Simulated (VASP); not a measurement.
Write the native input for VASP 6.6.1 that does the following.

| Item | Value |
| --- | --- |
| Task | single point |
| Functional | r2SCAN |
| Potentials or basis | VASP PAW PBE potentials, release 64 (Te) |
| Cutoff | 520 eV |
| k mesh | 4 × 10 × 6 |
| Occupations | gaussian, width 0.05 eV |
| Spin | no spin polarisation |
| Dipole correction | no |
| Further INCAR settings | ALGO = Normal; EDIFF = 1e-06; NBANDS = 20 |

Crystal: Te.

```
Te
1.0
     9.21402    0.00000    0.00000
     0.00000    3.15220    0.00000
     0.00000    0.00000    4.45664
Te
4
Direct
  0.75000 0.50000 0.52062
  0.25000 0.50000 0.47938
  0.00000 0.50000 0.00000
  0.50000 0.50000 0.00000
```

These files were run (other wordings do the same):

POSCAR

```
Te
1.0
    9.2140158900      0.0000000000      0.0000000000
    0.0000000000      3.1522016400      0.0000000000
    0.0000000000      0.0000000000      4.4566412000
Te
4
Direct
    0.7500000000      0.5000000000      0.5206231000
    0.2500000000      0.5000000000      0.4793769000
    0.0000000000      0.5000000000      0.0000000000
    0.5000000000      0.5000000000      0.0000000000
```

INCAR.step1

```
PREC     = Accurate       # precision mode
ENCUT    = 520            # plane-wave cutoff, eV
ISMEAR   = 0              # smearing method
SIGMA    = 0.05           # smearing width, eV
LREAL    = False          # projectors in reciprocal space
LASPH    = True           # aspherical terms in the spheres
NELM     = 60             # most SCF steps
NBANDS   = 20             # bands
GGA      = PE             # functional
ALGO     = Normal         # electronic algorithm
EDIFF    = 1E-4           # SCF threshold, eV
LWAVE    = True           # write WAVECAR
LCHARG   = False          # write CHGCAR
```

INCAR.step2

```
PREC     = Accurate       # precision mode
ENCUT    = 520            # plane-wave cutoff, eV
EDIFF    = 1E-6           # SCF threshold, eV
ISMEAR   = 0              # smearing method
SIGMA    = 0.05           # smearing width, eV
LREAL    = False          # projectors in reciprocal space
LASPH    = True           # aspherical terms in the spheres
NELM     = 60             # most SCF steps
ALGO     = Normal         # electronic algorithm
ISIF     = 2              # what is computed and relaxed
LWAVE    = False          # write WAVECAR
LCHARG   = False          # write CHGCAR
METAGGA  = R2SCAN         # meta-GGA
LMIXTAU  = True         
NBANDS   = 20             # bands
ISTART   = 1
```

KPOINTS

```
Automatic mesh
0
Gamma
  4 10 6
```

Potentials or basis: VASP PAW PBE potentials, release 64 (Te).

Command:

```sh
$ cat potpaw_PBE.64/Te/POTCAR > POTCAR
$ cp INCAR.step1 INCAR
$ mpirun -np 1 vasp_std > vasp.out
$ cp INCAR.step2 INCAR
$ mpirun -np 1 vasp_std > vasp.out
```

Results of the run:

```
Pressure               : 0.1 GPa
Band gap on the k mesh : zero (bands 12 and 13 overlap by 4.11 eV)
```

Caveat: the PAW data sets were made with another functional, which shifts forces and pressure a little; spin-orbit coupling is left out, which moves the levels of the heavy elements.

Run time: 7.1 min on 1 thread of Intel(R) Xeon(R) Platinum 8259CL CPU @ 2.50GHz (Skylake/Cascade Lake), with other jobs on the host, peak memory 0.33 GiB.
